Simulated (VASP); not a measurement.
A run of VASP 6.6.1:

POSCAR

```
NaF
1.0
    0.0000000000      2.4010000772      2.4010000772
    2.4010000772      0.0000000000      2.4010000772
    2.4010000772      2.4010000772      0.0000000000
Na F
1 1
Direct
    0.0000000000      0.0000000000      0.0000000000
    0.5000000000      0.5000000000      0.5000000000
```

INCAR.step1

```
SYSTEM = NaF
PREC = Accurate
ENCUT = 520
EDIFF = 1E-5
ISMEAR = 0
SIGMA = 0.01
LREAL = .False.
LASPH = .True.
NELM = 80
ALGO = Normal
ISIF = 2
LWAVE = .True.
LCHARG = .False.
GGA = PE
NBANDS = 14
```

Contents of INCAR.step2:

```
SYSTEM = NaF
PREC = Accurate
ENCUT = 520
EDIFF = 1E-6
ISMEAR = 0
SIGMA = 0.01
LREAL = .False.
LASPH = .True.
NELM = 80
ALGO = Normal
ISIF = 2
LWAVE = .False.
LCHARG = .False.
GGA = PE
LHFCALC = .True.
HFSCREEN = 0.2079
PRECFOCK = Normal
ISTART = 1
NBANDS = 14
```

The input KPOINTS:

```
Automatic mesh
0
Gamma
  6 6 6
  0 0 0
```

Potentials or basis: VASP PAW PBE potentials, release 64 (Na_pv, F).

The run is started by

```bash
$ cat potpaw_PBE.64/Na_pv/POTCAR potpaw_PBE.64/F/POTCAR > POTCAR
$ cp INCAR.step1 INCAR
$ mpirun -np 1 vasp_std > vasp.out
$ cp INCAR.step2 INCAR
$ mpirun -np 1 vasp_std > vasp.out
```

Hardware: 1 thread of Intel Xeon 8259CL, on a shared host.

Estimate the wall time of this run.

Run time: 29 min on 1 thread of Intel Xeon 8259CL, on a shared host, peak memory 0.26 GiB. Counts: k points 16.
